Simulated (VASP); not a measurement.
Si5S:

```xyz
6
Lattice="2.9989 0.0000 0.0000 -1.4995 2.5972 0.0000 0.0000 0.0000 15.3933" Properties=species:S:1:pos:R:3 pbc="T T T"
Si    1.4995    0.8657   12.5983
Si    0.0000    1.7314   10.1568
Si    1.4995    0.8657    7.6967
Si    0.0000    1.7314    5.2365
Si    1.4995    0.8657    2.7950
S     0.0000    1.7314    0.0000
```

The cell was generated, and may not be a known phase.

| Item | Value |
| --- | --- |
| Program | VASP 6.6.1 |
| Task | relaxation of cell and atoms |
| Functional | PBE |
| Potentials or basis | VASP PAW PBE potentials, release 64 (Si, S) |
| Cutoff | 600 eV |
| k mesh | 6 × 6 × 1 |
| Occupations | gaussian, width 0.1 eV |
| Spin | no spin polarisation |

At the start: pressure -12.3 GPa; volume 19.98 Å³/atom.

Problem. How do energy, volume and symmetry change on relaxing?

Solution. Over 32 steps the energy falls by 267.8 meV/atom and the volume is 14.42 Å³/atom (-27.8 %); space group P-6m2 (No. 187, to 0.1 Å) before and after.

The path:
```
step  energy change (eV)  largest force (eV/Å)  pressure (GPa)  volume (Å³)
   1              0.0000                0.1749          -12.30       119.89
   2             -1.4365                0.1348           -4.47        95.21
   3             -1.5320                0.1411           -0.64        89.52
   4             -1.5334                0.1498            0.11        88.66
   5             -1.5367                0.1291            0.08        88.60
   6             -1.5367                0.1259            0.08        88.59
   7             -1.5390                0.0786            0.02        88.67
   8             -1.5402                0.0763           -0.05        88.77
   9             -1.5410                0.0788           -0.04        88.72
  10             -1.5430                0.0899           -0.01        88.56
  11             -1.5473                0.1355            0.14        88.23
  12             -1.5470                0.0794            0.54        87.58
  13             -1.5511                0.1273            0.30        87.99
  14             -1.5510                0.0797            0.42        87.78
  15             -1.5516                0.1065            0.36        87.89
  16             -1.5519                0.1044            0.35        87.89
  17             -1.5868                0.1476           -0.75        87.90
  18             -1.5892                0.1323           -0.82        87.90
  19             -1.5925                0.0975           -0.97        87.91
  20             -1.5911                0.1189           -1.12        87.94
  21             -1.5935                0.1024           -1.05        87.92
  22             -1.5948                0.1077           -1.02        87.85
  23             -1.5972                0.1226           -0.85        87.66
  24             -1.5972                0.1259           -0.80        87.61
  25             -1.5983                0.1261           -0.74        87.55
  26             -1.6008                0.1259           -0.54        87.34
  27             -1.6036                0.1239           -0.12        86.94
  28             -1.6037                0.1226            0.03        86.80
  29             -1.6046                0.1059            0.05        86.76
  30             -1.6063                0.0636            0.13        86.64
  31             -1.6060                0.0414            0.33        86.39
  32             -1.6068                0.0296            0.22        86.52
```

Final structure:
```
CELL_PARAMETERS angstrom
2.68889 0.00000 0.00000
-1.34444 2.32865 0.00000
0.00000 0.00000 13.81859
ATOMIC_POSITIONS crystal
Si 0.66667 0.33333 0.82804
Si 0.33333 0.66667 0.66961
Si 0.66667 0.33333 0.50000
Si 0.33333 0.66667 0.33039
Si 0.66667 0.33333 0.17196
S 0.33333 0.66667 0.00000
```

Caveat: the k points lie up to 0.45 Å⁻¹ apart in the final cell; the volume moved by over 15 % at a fixed basis, so the end points are rough; the highest band is partly filled, so the run has too few bands.
